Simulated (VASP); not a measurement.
CdF2:

```
CELL_PARAMETERS angstrom
0.00000 2.69418 2.69418
2.69418 0.00000 2.69418
2.69418 2.69418 0.00000
ATOMIC_POSITIONS crystal
Cd 0.00000 0.00000 0.00000
F 0.25000 0.25000 0.25000
F 0.75000 0.75000 0.75000
```

Base run:

```yaml
Program: VASP 6.6.1
Functional: PBE
Potentials_or_basis: VASP PAW PBE potentials, release 64 (Cd, F)
Cutoff: 520 eV
k_mesh: 8 × 8 × 8
Occupations: fermi-dirac, width 0.02 eV
Spin: no spin polarisation
```

Its results: band gap on the k mesh 3.07 eV (least direct gap 3.57 eV); pressure 6.2 GPa.

Q: The run is repeated on the same cell with these changes: functional from PBE to r2SCAN; occupations from fermi-dirac, width 0.02 eV to gaussian, width 0.01 eV. What comes out?

A: Band gap on the k mesh 3.75 eV (least direct gap 4.25 eV); pressure 1.0 GPa.

Caveats: the cell stands under pressure (at least some runs); the PAW data sets were made with another functional, which shifts forces and pressure a little (at least some runs).

A k mesh can miss the band edges.
